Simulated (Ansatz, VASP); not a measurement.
## NbC4 in VASP and in Ansatz

INCAR

```
SYSTEM = NbC4
PREC = Accurate
ENCUT = 520
EDIFF = 1E-6
ISMEAR = 0
SIGMA = 0.1
LREAL = .False.
LASPH = .True.
NELM = 150
ALGO = Normal
ISIF = 2
LWAVE = .False.
LCHARG = .True.
ISPIN = 2
MAGMOM = 1 0 0 0 0
LORBIT = 11
LMAXMIX = 4
GGA = PE
LELF = .True.
LVHAR = .True.
NBANDS = 26
```

The input KPOINTS:

```
regular mesh
0
Gamma
  6 6 2
  0 0 0
```

File POSCAR:

```
NbC4
1.0
    3.1321142029      0.0000000000      0.0000000000
   -1.5660571015      2.7124904673      0.0000000000
    0.0000000000      0.0000000000      8.0550446175
Nb C
1 4
Direct
    0.0000000000      0.0000000000      0.5000000000
    0.0000000000      0.0000000000      0.0807821499
    0.0000000000      0.0000000000      0.9192178501
    0.0000000000      0.0000000000      0.2399719087
    0.0000000000      0.0000000000      0.7600280913
```

Input for Ansatz:

```yaml
crystal:
  lattice:
    - [3.1321142029, 0.0, 0.0]
    - [-1.5660571015, 2.7124904673, 0.0]
    - [0.0, 0.0, 8.0550446175]
  atoms:
    - { symbol: Nb, position: [0.0, 0.0, 0.5], spin: 1.0 }
    - { symbol: C, position: [0.0, 0.0, 0.0807821499] }
    - { symbol: C, position: [0.0, 0.0, 0.9192178501] }
    - { symbol: C, position: [0.0, 0.0, 0.2399719087] }
    - { symbol: C, position: [0.0, 0.0, 0.7600280913] }
basis:
  ecutwfc: 420
kpoints:
  mp_grid: { grid: [6, 6, 2] }
hamiltonian:
  xc: pbe
scf:
  occupations: { method: gaussian, width: 0.1 }
  lower_state_search: "off"
output:
  forces: true
  stress: true
  eigenvalues: true
  populations: true
magnetization:
  spin_polarized: true
```

Alike in both runs: task single point; functional PBE; k mesh 6 × 6 × 2; occupations gaussian, width 0.1 eV; collinear spin.

|  | VASP | Ansatz |
| --- | --- | --- |
| version | VASP 6.6.1 | Ansatz 0.2.0 |
| potentials or method | VASP PAW PBE potentials, release 64 (Nb_sv, C), cutoff 520 eV | scalar-relativistic, plane waves, PAW |
| valence electrons in the cell | 29 | 29 |

```csv
,VASP,Ansatz,Ansatz less VASP
gap on the k mesh at the Fermi level (eV),none,none,-
pressure (GPa),0.4,0.5,+0.10
"traceless stress, the component that is largest in VASP (GPa)",-1.21,-1.28,-0.078
rms of the force components (eV/Å),0.119,0.147,+0.0280
net moment per atom (μB),0.04,0.04,-0.005
size of the moment on the site where the two differ most (μB),0.10,0.05,-0.045
```

Site moments also hang on the region over which each program counts them. Atom by atom the forces differ by 0.029 eV/Å (rms over components). A gap of «none» marks a metal or a gap that the smearing closes.

The k mesh is coarse, so the values compare programs but aren't converged.
